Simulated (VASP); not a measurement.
Wanted: the native input for a VASP 6.6.1 run.

- Task: single point
- Functional: PBE
- Dispersion: D4
- Potentials or basis: VASP PAW PBE potentials, release 64 (La, O)
- Cutoff: 600 eV
- k mesh: 8 × 8 × 8
- Occupations: tetrahedron
- Spin: no spin polarisation
- Dipole correction: no
- Further INCAR settings: ALGO = Normal; EDIFF = 1e-06; NBANDS = 40

The structure of La5O lies in POSCAR:

```
La5O
1.0
    0.0000000000      4.6184422083      4.6184422083
    4.6184422083      0.0000000000      4.6184422083
    4.6184422083      4.6184422083      0.0000000000
La O
5 1
Direct
    0.3776397319      0.3776397319      0.8670808044
    0.3776397319      0.8670808044      0.3776397319
    0.8670808044      0.3776397319      0.3776397319
    0.3776397319      0.3776397319      0.3776397319
    0.7500000000      0.7500000000      0.7500000000
    0.0000000000      0.0000000000      0.0000000000
```

One way to write it, as run:

INCAR

```
SYSTEM = La5O
PREC = Accurate
ENCUT = 600
EDIFF = 1E-6
ISMEAR = -5
SIGMA = 0.1
LREAL = .FALSE.
LASPH = .TRUE.
NELM = 200
ALGO = Normal
ISIF = 2
LWAVE = .FALSE.
LCHARG = .FALSE.
GGA = PE
IVDW = 13
NBANDS = 40
GGA_COMPAT = .FALSE.
LMAXMIX = 6
```

KPOINTS

```
regular mesh
0
G
  8 8 8
  0 0 0
```

Potentials or basis: VASP PAW PBE potentials, release 64 (La, O).

The run is started by

```console
$ cat potpaw_PBE.64/La/POTCAR potpaw_PBE.64/O/POTCAR > POTCAR
$ mpirun -np 1 vasp_std > vasp.out
```

It gave:

- Pressure: -1.5 GPa
- Largest force: 0.021 eV/Å
- Dispersion energy per atom: -0.279 eV

Caveat: an odd number of electrons without spin polarisation forces a metal; a magnetic or distorted state may lie lower; pairwise dispersion overbinds metals, which lowers pressure and volume; tetrahedron occupations give inexact forces and stress in metals.

Wall time 9.1 min on 1 thread of Intel(R) Xeon(R) Platinum 8488C (Sapphire Rapids), on a shared host, peak memory 0.54 GiB.
